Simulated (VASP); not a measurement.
# Rh (Fm-3m) in VASP: a series of runs

Runs on Rh. Level: PBE. Tasks: single point.

Program: VASP 6.6.1. These are calculated values, not measurements. Logs are shortened: lines on timing, memory, paths and dates and some standing lists are left out, and cuts for length are marked.

## Step 1: The cell of the first run

It takes space group Fm-3m (No. 225, cubic). The conventional cell has a = 3.796 Å, b = 3.796 Å, c = 3.796 Å, α = 90.00°, β = 90.00°, γ = 90.00°. Rh (site symmetry m-3m) has 12 Rh at 2.68 Å within 3.5 Å.

## Step 2: Single point, PBE

Contents of INCAR:

```
PREC     = Accurate       # precision mode
ENCUT    = 500            # plane-wave cutoff, eV
EDIFF    = 1E-6           # SCF threshold, eV
ISMEAR   = 1              # smearing method
SIGMA    = 0.01           # smearing width, eV
LREAL    = False          # projectors in reciprocal space
LASPH    = True           # aspherical terms in the spheres
NELM     = 120            # most SCF steps
ALGO     = Normal         # electronic algorithm
ISIF     = 2              # what is computed and relaxed
LWAVE    = False          # write WAVECAR
LCHARG   = False          # write CHGCAR
GGA      = PE             # functional
NBANDS   = 14             # bands
GGA_COMPAT= False
```

Contents of KPOINTS:

```
Automatic mesh
0
Gamma
  8 8 8
```

Contents of POSCAR:

```
Rh
1.0
    0.0000000000      1.8978500000      1.8978500000
    1.8978500000      0.0000000000      1.8978500000
    1.8978500000      1.8978500000      0.0000000000
Rh
1
Direct
    0.0000000000      0.0000000000      0.0000000000
```

Potentials or basis: VASP PAW PBE potentials, release 64 (Rh_pv).

On the command line:

```console
$ cat potpaw_PBE.64/Rh_pv/POTCAR > POTCAR
$ mpirun -np 1 vasp_std > vasp.out
```

OUTCAR:

```text
PREC = Accurate
   ENCUT = 500
   EDIFF = 1E-6
   ISMEAR = 1
   LREAL = False
   LASPH = True
   NELM = 120
   ISIF = 2
   GGA = PE

 ion  position               nearest neighbor table
   1  0.000  0.000  0.000-

  LATTYP: Found a face centered cubic cell.
 ALAT       =     3.7957000000

  Lattice vectors:

 A1 = (   0.0000000000,   1.8978500000,   1.8978500000)
 A2 = (   1.8978500000,   0.0000000000,   1.8978500000)
 A3 = (   1.8978500000,   1.8978500000,   0.0000000000)

Analysis of symmetry for initial positions (statically):
=====================================================================
 Subroutine PRICEL returns:
 Original cell was already a primitive cell.

 Routine SETGRP: Setting up the symmetry group for a
 face centered cubic supercell.

 Subroutine GETGRP returns: Found 48 space group operations
 (whereof 48 operations were pure point group operations)
 out of a pool of 48 trial point group operations.

The static configuration has the point symmetry O_h .

Analysis of symmetry for dynamics (positions and initial velocities):
=====================================================================
 Subroutine PRICEL returns:
 Original cell was already a primitive cell.

 Routine SETGRP: Setting up the symmetry group for a
 face centered cubic supercell.

 Subroutine GETGRP returns: Found 48 space group operations
 (whereof 48 operations were pure point group operations)
 out of a pool of 48 trial point group operations.

The dynamic configuration has the point symmetry O_h .

 Subroutine INISYM returns: Found 48 space group operations
 (whereof 48 operations are pure point group operations),
 and found     1 'primitive' translations

----------------------------------------------------------------------------------------

                                     Primitive cell

  volume of cell :      13.6715

  direct lattice vectors                    reciprocal lattice vectors
     0.000000000  1.897850000  1.897850000    -0.263456016  0.263456016  0.263456016
     1.897850000  0.000000000  1.897850000     0.263456016 -0.263456016  0.263456016
     1.897850000  1.897850000  0.000000000     0.263456016  0.263456016 -0.263456016

  length of vectors
     2.683965209  2.683965209  2.683965209     0.456319205  0.456319205  0.456319205

  position of ions in fractional coordinates (direct lattice)
     0.000000000  0.000000000  0.000000000

  ion indices of the primitive-cell ions
   primitive index   ion index
                 1           1

----------------------------------------------------------------------------------------

 KPOINTS: Automatic mesh

Automatic generation of k-mesh.
 Grid dimensions read from file:
 generate k-points for:    8    8    8

 Generating k-lattice:

  Cartesian coordinates                     Fractional coordinates (reciprocal lattice)
    -0.032932002  0.032932002  0.032932002     0.125000000  0.000000000  0.000000000
     0.032932002 -0.032932002  0.032932002     0.000000000  0.125000000  0.000000000
     0.032932002  0.032932002 -0.032932002     0.000000000  0.000000000  0.125000000

  Length of vectors
     0.057039901  0.057039901  0.057039901

  Shift w.r.t. Gamma in fractional coordinates (k-lattice)
     0.000000000  0.000000000  0.000000000

 Subroutine IBZKPT returns following result:
 ===========================================

 Found     29 irreducible k-points:

 Following reciprocal coordinates:
            Coordinates               Weight
  0.000000  0.000000  0.000000      1.000000
  0.125000  0.000000  0.000000      8.000000
  0.250000  0.000000  0.000000      8.000000
  0.375000  0.000000  0.000000      8.000000
  0.500000  0.000000  0.000000      4.000000
  0.125000  0.125000  0.000000      6.000000
[... 16 lines left out ...]
  0.500000  0.250000  0.125000     48.000000
 -0.375000  0.250000  0.125000     24.000000
 [... further k-points ...]
   k-points           NKPTS =     29   k-points in BZ     NKDIM =     29   number of bands    NBANDS=     14
   number of dos      NEDOS =    301   number of ions     NIONS =      1
   total plane-waves  NPLWV =   8000
   dimension x,y,z NGX =    20 NGY =   20 NGZ =   20
   dimension x,y,z NGXF=    40 NGYF=   40 NGZF=   40
   ions per type =               1
   NGX,Y,Z   is equivalent  to a cutoff of  12.39, 12.39, 12.39 a.u.
   NGXF,Y,Z  is equivalent  to a cutoff of  24.78, 24.78, 24.78 a.u.
 SYSTEM =  unknown system
   PREC   = accura    normal or accurate (medium, high low for compatibility)
   ISTART =      0    job   : 0-new  1-cont  2-samecut
   ICHARG =      2    charge: 1-file 2-atom 10-const
   ISPIN  =      1    spin polarized calculation?
   LNONCOLLINEAR =      F non collinear calculations
   LSORBIT =      F    spin-orbit coupling
   LASPH  =      T    aspherical Exc in radial PAW
   ENCUT  =  500.0 eV  36.75 Ry    6.06 a.u.   4.89  4.89  4.89*2*pi/ulx,y,z
   NELM   =    120;   NELMIN=  2; NELMDL= -5     # of ELM steps
   EDIFF  = 0.1E-05   stopping-criterion for ELM
   LREAL  =      F    real-space projection
   EDIFFG = 0.1E-04   stopping-criterion for IOM
   NSW    =      0    number of steps for IOM
   IBRION =     -1    ionic relax: 0-MD 1-quasi-New 2-CG
   NFREE  =      0    steps in history (QN), initial steepest desc. (CG)
   ISIF   =      2    stress and relaxation
   ISYM   =      2    0-nonsym 1-usesym 2-fastsym
   POTIM  = 0.5000    time-step for ionic-motion
   TEBEG  =    0.0;   TEEND  =   0.0 temperature during run
   PSTRESS=    0.0 pullay stress
   NELECT =      15.0000    total number of electrons
   NUPDOWN=      -1.0000    fix difference up-down
   EMIN   =  10.00;   EMAX   =-10.00  energy-range for DOS
   EFERMI =   0.00;   METHOD = LEGACY
   ISMEAR =     1;   SIGMA  =   0.01  broadening in eV -4-tet -1-fermi 0-gaus
   EFERMI_NEDOS =   21; number of points for ismear=-14 and -15
   IALGO  =     38    algorithm
   IMIX   =      4    mixing-type and parameters
     AMIX     =   0.40;   BMIX     =  1.00
     AMIX_MAG =   1.60;   BMIX_MAG =  1.00
  volume/ion in A,a.u.               =      13.67        92.26
  Fermi-wavevector in a.u.,A,eV,Ry     =   1.688496  3.190795 38.790465  2.851019
  Thomas-Fermi vector in A             =   2.770792
   LORBIT       =      0    0 simple, 1 ext, 2 COOP (PROOUT), +10 PAW based schemes
   GGA     = PE    functional components
   LHFCALC =     F    Hartree Fock is set to
   AEXX    =    0.0000 exact exchange contribution
   IVDW    =     0    specifies the selected vdW correction
   LEPSILON=     F    determine dielectric tensor
   LRPA    =     F    only Hartree local field effects (RPA)
 non-spin polarized calculation
 Methfessel and Paxton  Order N= 1 SIGMA  =   0.01
  energy-cutoff  :      500.00
  volume of cell :       13.67
 maximum number of plane-waves:       360
   NGX =  9   NGY =  9   NGZ =  9

 number of electron      15.0000007 magnetization

 Free energy of the ion-electron system (eV)
  ---------------------------------------------------
  ext. energy  EPLUGINS =         0.00000000
  ---------------------------------------------------
  free energy    TOTEN  =        -7.21731995 eV

  energy without entropy =       -7.21720328  energy(sigma->0) =       -7.21728106

 E-fermi :  12.0175     XC(G=0): -14.0631

 val. band max:       12.0154552030   @ k =  -0.3750   0.2500   0.0000
 cond. band min:      12.1080363988   @ k =   0.3750   0.0000   0.0000
 fundamental gap:      0.0925811959
 Fermi energy:        12.0174692178

 k-point     1 :       0.0000    0.0000    0.0000
  band No.  band energies     occupation
      1     -34.3480      2.00000
      2     -34.3480      2.00000
      3     -34.3480      2.00000
      4       4.0077      2.00000
      5       8.9195      2.00000
      6       8.9195      2.00000
      7       8.9195      2.00000
      8      11.0355      2.00000
      9      11.0355      2.00000
     10      27.9883      0.00000
     11      32.5905      0.00000
     12      33.4968      0.00000
     13      33.4968      0.00000
     14      33.4968      0.00000

 k-point     2 :       0.1250    0.0000    0.0000
  band No.  band energies     occupation
      1     -34.4609      2.00000
      2     -34.3632      2.00000
      3     -34.3632      2.00000
      4       4.6138      2.00000
      5       8.6827      2.00000
      6       9.1362      2.00000
      7       9.1362      2.00000
      8      10.9344      2.00000
      9      10.9344      2.00000
     10      28.8139      0.00000
     11      30.9354      0.00000
     12      32.5918      0.00000
     13      34.3979      0.00000
     14      34.3979      0.00000

 k-point     3 :       0.2500    0.0000    0.0000
  band No.  band energies     occupation
      1     -34.7286      2.00000
      2     -34.3999      2.00000
      3     -34.3999      2.00000
      4       5.8040      2.00000
      5       8.7914      2.00000
      6       9.2854      2.00000
      7       9.2854      2.00000
      8      11.1965      2.00000
      9      11.1965      2.00000
     10      27.1636      0.00000
     11      29.5943      0.00000
     12      32.5907      0.00000
     13      36.5107      0.00000
     14      36.5107      0.00000

 k-point     4 :       0.3750    0.0000    0.0000
  band No.  band energies     occupation
      1     -34.9894      2.00000
      2     -34.4363      2.00000
      3     -34.4363      2.00000
      4       5.9756      2.00000
      5       9.0033      2.00000
      6       9.0033      2.00000
      7      10.8979      2.00000
      8      12.1080     -0.00000
      9      12.1080     -0.00000
     10      23.1633      0.00000
     11      28.2194      0.00000
     12      32.5910      0.00000
     13      34.7283      0.00000
     14      34.7283      0.00000

 k-point     5 :       0.5000    0.0000    0.0000
  band No.  band energies     occupation
      1     -35.0956      2.00000
      2     -34.4513      2.00000
      3     -34.4513      2.00000
      4       5.8508      2.00000
      5       8.8446      2.00000
      6       8.8446      2.00000
      7      12.6086      0.00000
      8      12.6086      0.00000
      9      12.7374      0.00000
     10      20.7216      0.00000
     11      27.5047      0.00000
[... 276 lines left out ...]
 k-point    22 :       0.3750    0.2500    0.1250
  band No.  band energies     occupation
      1     -34.7931      2.00000
      2     -34.5387      2.00000
      3     -34.4469      2.00000
      4       6.9194      2.00000
      5       7.5853      2.00000
      6       8.9294      2.00000
      7      10.5518      2.00000
      8      10.7591      2.00000
      9      12.8408      0.00000
     10      27.6355      0.00000
     11      29.0133      0.00000
     12      31.7456      0.00000
     13      32.5949      0.00000
     14      33.8234      0.00000

 k-point    23 :       0.5000    0.2500    0.1250
  band No.  band energies     occupation
      1     -34.9338      2.00000
      2     -34.6216      2.00000
      3     -34.4906      2.00000
      4       7.0523      2.00000
      5       8.0878      2.00000
      6       8.6263      2.00000
      7      10.2960      2.00000
      8      11.9005      2.00000
      9      15.1834      0.00000
     10      23.7078      0.00000
     11      27.9523      0.00000
     12      29.8088      0.00000
     13      32.5926      0.00000
     14      34.4805      0.00000

 k-point    24 :      -0.3750    0.2500    0.1250
  band No.  band energies     occupation
      1     -34.9942      2.00000
      2     -34.6476      2.00000
      3     -34.5142      2.00000
      4       6.9810      2.00000
      5       7.8437      2.00000
      6       9.3416      2.00000
      7      10.0052      2.00000
      8      12.4111      0.00000
      9      17.4681      0.00000
     10      20.5126      0.00000
     11      28.1287      0.00000
     12      28.9179      0.00000
     13      32.5926      0.00000
     14      33.2509      0.00000

 [... further k-points ...]
[... 5 lines left out ...]
  --------------------------------------------------------------------------------------
  -------------------------------------------------------------------------------------
  Total        0.7064466      0.7064466      0.7064466      0.0000000      0.0000000      0.0000000
  in kB       82.7893124     82.7893124     82.7893124      0.0000000      0.0000000      0.0000000
  external PRESSURE =      82.7893124 kB  Pullay stress =       0.0000000 kB

 VOLUME and BASIS-vectors are now :
 -----------------------------------------------------------------------------
  energy-cutoff  :      500.00
  volume of cell :       13.67
      direct lattice vectors                 reciprocal lattice vectors
     0.000000000  1.897850000  1.897850000    -0.263456016  0.263456016  0.263456016
     1.897850000  0.000000000  1.897850000     0.263456016 -0.263456016  0.263456016
     1.897850000  1.897850000  0.000000000     0.263456016  0.263456016 -0.263456016

 POSITION                                       TOTAL-FORCE (eV/Angst)
 -----------------------------------------------------------------------------------
      0.00000      0.00000      0.00000         0.000000     -0.000000      0.000000
 -----------------------------------------------------------------------------------
    total drift:                                0.000000      0.000000      0.000000

  FREE ENERGIE OF THE ION-ELECTRON SYSTEM (eV)
  ---------------------------------------------------
  free  energy   TOTEN  =        -7.2173199525 eV

  energy  without entropy=       -7.2172032778  energy(sigma->0) =       -7.21728106
```

It took 5.5 s on 1 thread of Intel Xeon Platinum 8375C at 2.90GHz (Ice Lake), shared host; peak memory 0.12 GiB.

Results:

```yaml
Free_energy: -7.2173 eV
Pressure: 8.3 GPa
```

Levels at points of the mesh, in eV from the Fermi level:
```tsv
k point	band 4	band 5	band 6	band 7	band 8	band 9	band 10	band 11
(0.00, 0.00, 0.00)	-8.01	-3.10	-3.10	-3.10	-0.98	-0.98	15.97	20.57
(0.50, 0.00, 0.00)	-6.17	-3.17	-3.17	0.59	0.59	0.72	8.70	15.49
(0.50, 0.50, 0.00)	-6.36	-6.00	0.57	1.01	1.01	3.26	12.36	13.35
```

## Step 3: Single point, PBE

Contents of INCAR:

```
SYSTEM = Rh
PREC = Accurate
ENCUT = 500
EDIFF = 1E-6
ISMEAR = 1
SIGMA = 0.01
LREAL = .FALSE.
LASPH = .TRUE.
NELM = 120
ALGO = Normal
ISIF = 2
LWAVE = .FALSE.
LCHARG = .TRUE.
GGA = PE
LELF = .TRUE.
LVHAR = .TRUE.
NBANDS = 14
GGA_COMPAT = .FALSE.
```

Contents of KPOINTS:

```
Automatic mesh
0
G
  9 9 9
  0 0 0
```

POSCAR is that of step 2.

Potentials or basis: VASP PAW PBE potentials, release 64 (Rh_pv).

On the command line:

```console
$ cat potpaw_PBE.64/Rh_pv/POTCAR > POTCAR
$ mpirun -np 1 vasp_std > vasp.out
```

It took 5.7 s on 1 thread of Intel Xeon Platinum 8375C at 2.90GHz (Ice Lake), shared host; peak memory 0.12 GiB.

The run converged. Its results:

```
Free energy : -7.2411 eV
Pressure    : 7.5 GPa
```

Levels at points of the mesh, in eV from the Fermi level:
| k point | band 6 | band 7 | band 8 | band 9 | band 10 | band 11 |
| --- | --- | --- | --- | --- | --- | --- |
| (0.00, 0.00, 0.00) | -3.05 | -3.05 | -0.96 | -0.96 | 16.07 | 20.53 |
